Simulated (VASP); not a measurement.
# MgO (Fm-3m) in VASP: single point with PBE

Aim: the single point of MgO with PBE.

All numbers are computed with VASP 6.6.1; they aren't measurements. Logs are shortened: lines on timing, memory, paths and dates and some standing lists are left out, and cuts for length are marked.

### 1 The cell of the first run

The structure is cubic, space group Fm-3m (No. 225). Conventional cell: a = 4.254 Å, b = 4.254 Å, c = 4.254 Å, α = 90.00°, β = 90.00°, γ = 90.00°. Mg (site symmetry m-3m) has 6 O at 2.13 Å within 2.8 Å. Within 2.8 Å of O (site symmetry m-3m) lie 6 Mg at 2.13 Å.

### 2 Single point, PBE

Input file INCAR:

```
PREC = Accurate
ENCUT = 600
EDIFF = 1E-6
ISMEAR = -1
SIGMA = 0.1
LREAL = F
LASPH = T
NELM = 120
ALGO = Normal
ISIF = 2
LWAVE = F
LCHARG = F
GGA = PE
NBANDS = 11
GGA_COMPAT = F
```

Input file KPOINTS:

```
regular mesh
0
Gamma
  6 6 6
```

Input file POSCAR:

```
MgO
1.0
   -2.1271493010      0.0000000000      2.1271493010
    0.0000000000      2.1271493010      2.1271493010
   -2.1271493010      2.1271493010      0.0000000000
Mg O
1 1
Direct
    0.0000000000      0.0000000000      0.0000000000
    0.5000000000      0.5000000000      0.5000000000
```

Potentials or basis: VASP PAW PBE potentials, release 64 (Mg, O).

Run with:

```bash
> cat potpaw_PBE.64/Mg/POTCAR potpaw_PBE.64/O/POTCAR > POTCAR
> mpirun -np 1 vasp_std > vasp.out
```

OUTCAR:

```text
PREC = Accurate
   ENCUT = 600
   EDIFF = 1E-6
   ISMEAR = -1
   LREAL = F
   LASPH = T
   NELM = 120
   ISIF = 2
   GGA = PE

 ion  position               nearest neighbor table
   1  0.000  0.000  0.000-   2 2.13   2 2.13   2 2.13   2 2.13   2 2.13   2 2.13
   2  0.500  0.500  0.500-   1 2.13   1 2.13   1 2.13   1 2.13   1 2.13   1 2.13

  LATTYP: Found a face centered cubic cell.
 ALAT       =     4.2542986020

  Lattice vectors:

 A1 = (  -2.1271493010,   0.0000000000,   2.1271493010)
 A2 = (   0.0000000000,   2.1271493010,   2.1271493010)
 A3 = (  -2.1271493010,   2.1271493010,   0.0000000000)

Analysis of symmetry for initial positions (statically):
=====================================================================
 Subroutine PRICEL returns:
 Original cell was already a primitive cell.

 Routine SETGRP: Setting up the symmetry group for a
 face centered cubic supercell.

 Subroutine GETGRP returns: Found 48 space group operations
 (whereof 48 operations were pure point group operations)
 out of a pool of 48 trial point group operations.

The static configuration has the point symmetry O_h .

Analysis of symmetry for dynamics (positions and initial velocities):
=====================================================================
 Subroutine PRICEL returns:
 Original cell was already a primitive cell.

 Routine SETGRP: Setting up the symmetry group for a
 face centered cubic supercell.

 Subroutine GETGRP returns: Found 48 space group operations
 (whereof 48 operations were pure point group operations)
 out of a pool of 48 trial point group operations.

The dynamic configuration has the point symmetry O_h .

 Subroutine INISYM returns: Found 48 space group operations
 (whereof 48 operations are pure point group operations),
 and found     1 'primitive' translations

----------------------------------------------------------------------------------------

                                     Primitive cell

  volume of cell :      19.2497

  direct lattice vectors                    reciprocal lattice vectors
    -2.127149301  0.000000000  2.127149301    -0.235056373 -0.235056373  0.235056373
     0.000000000  2.127149301  2.127149301     0.235056373  0.235056373  0.235056373
    -2.127149301  2.127149301  0.000000000    -0.235056373  0.235056373 -0.235056373

  length of vectors
     3.008243391  3.008243391  3.008243391     0.407129581  0.407129581  0.407129581

  position of ions in fractional coordinates (direct lattice)
[... 76 lines left out ...]
   ISIF   =      2    stress and relaxation
   ISYM   =      2    0-nonsym 1-usesym 2-fastsym
   POTIM  = 0.5000    time-step for ionic-motion
   TEBEG  =    0.0;   TEEND  =   0.0 temperature during run
   PSTRESS=    0.0 pullay stress
   NELECT =       8.0000    total number of electrons
   NUPDOWN=      -1.0000    fix difference up-down
   EMIN   =  10.00;   EMAX   =-10.00  energy-range for DOS
   EFERMI =   0.00;   METHOD = LEGACY
   ISMEAR =    -1;   SIGMA  =   0.10  broadening in eV -4-tet -1-fermi 0-gaus
   EFERMI_NEDOS =   21; number of points for ismear=-14 and -15
   IALGO  =     38    algorithm
   IMIX   =      4    mixing-type and parameters
     AMIX     =   0.40;   BMIX     =  1.00
     AMIX_MAG =   1.60;   BMIX_MAG =  1.00
  volume/ion in A,a.u.               =       9.62        64.95
  Fermi-wavevector in a.u.,A,eV,Ry     =   1.221697  2.308673 20.307289  1.492544
  Thomas-Fermi vector in A             =   2.356870
   LORBIT       =      0    0 simple, 1 ext, 2 COOP (PROOUT), +10 PAW based schemes
   GGA     = PE    functional components
   LHFCALC =     F    Hartree Fock is set to
   AEXX    =    0.0000 exact exchange contribution
   IVDW    =     0    specifies the selected vdW correction
   LEPSILON=     F    determine dielectric tensor
   LRPA    =     F    only Hartree local field effects (RPA)
 non-spin polarized calculation
  energy-cutoff  :      600.00
  volume of cell :       19.25
 maximum number of plane-waves:       654
   NGX = 13   NGY = 13   NGZ = 13

 number of electron       8.0000004 magnetization

 Free energy of the ion-electron system (eV)
  ---------------------------------------------------
  ext. energy  EPLUGINS =         0.00000000
  ---------------------------------------------------
  free energy    TOTEN  =       -11.91436129 eV

  energy without entropy =      -11.91436129  energy(sigma->0) =      -11.91436129

 E-fermi :   5.1531     XC(G=0): -10.9375

 val. band max:        2.9648725126   @ k =   0.0000   0.0000   0.0000
 cond. band min:       7.4058742620   @ k =   0.0000   0.0000   0.0000
 fundamental gap:      4.4410017493
 Fermi energy:         5.1531253316

 k-point     1 :       0.0000    0.0000    0.0000
  band No.  band energies     occupation
      1     -14.1472      2.00000
      2       2.9649      2.00000
      3       2.9649      2.00000
      4       2.9649      2.00000
      5       7.4059      0.00000
      6      18.5959      0.00000
      7      18.5959      0.00000
      8      18.5959      0.00000
      9      22.4327      0.00000
     10      24.1745      0.00000
     11      24.1745      0.00000
[... 197 lines left out ...]
 k-point    16 :      -0.3333    0.5000    0.1667
  band No.  band energies     occupation
      1     -12.6540      2.00000
      2      -0.4843      2.00000
      3       0.7966      2.00000
      4       1.3475      2.00000
      5      13.3895      0.00000
      6      14.0323      0.00000
      7      15.1748      0.00000
      8      19.0504      0.00000
      9      22.7215      0.00000
     10      27.2053      0.00000
     11      28.6435      0.00000

------------------------ aborting loop because EDIFF is reached ----------------------------------------

  FORCE on cell =-STRESS in cart. coord.  units (eV):
  Direction    XX          YY          ZZ          XY          YZ          ZX
  --------------------------------------------------------------------------------------
  -------------------------------------------------------------------------------------
  Total       -0.1304197     -0.1304197     -0.1304197     -0.0000000      0.0000000     -0.0000000
  in kB      -10.8550034    -10.8550034    -10.8550034     -0.0000000      0.0000000     -0.0000000
  external PRESSURE =     -10.8550034 kB  Pullay stress =       0.0000000 kB

 VOLUME and BASIS-vectors are now :
 -----------------------------------------------------------------------------
  energy-cutoff  :      600.00
  volume of cell :       19.25
      direct lattice vectors                 reciprocal lattice vectors
    -2.127149301  0.000000000  2.127149301    -0.235056373 -0.235056373  0.235056373
     0.000000000  2.127149301  2.127149301     0.235056373  0.235056373  0.235056373
    -2.127149301  2.127149301  0.000000000    -0.235056373  0.235056373 -0.235056373

 POSITION                                       TOTAL-FORCE (eV/Angst)
 -----------------------------------------------------------------------------------
      0.00000      0.00000      0.00000        -0.000000      0.000000      0.000000
     -2.12715      2.12715      2.12715         0.000000     -0.000000      0.000000
 -----------------------------------------------------------------------------------
    total drift:                                0.000000     -0.000000      0.000000

  FREE ENERGIE OF THE ION-ELECTRON SYSTEM (eV)
  ---------------------------------------------------
  free  energy   TOTEN  =       -11.9143612885 eV

  energy  without entropy=      -11.9143612884  energy(sigma->0) =      -11.91436129
```

stdout:

```text
POSCAR found type information on POSCAR MgO
 POSCAR found :  2 types and       2 ions
 scaLAPACK will be used
 LDA part: xc-table for (Slater+PW92), standard interpolation
 POSCAR, INCAR and KPOINTS ok, starting setup
 FFT: planning ... GRIDC
 FFT: planning ... GRID_SOFT
 FFT: planning ... GRID
 WAVECAR not read
 entering main loop
```

Wall time 2.1 s (1 thread of Intel Xeon 6975P-C (Granite Rapids), shared host); peak memory 0.13 GiB.

Results:

* Free energy: -11.9144 eV
* Pressure: -1.1 GPa
* Band gap on the k mesh: 4.44 eV, direct

Caveat: the k points lie up to 0.43 Å⁻¹ apart.
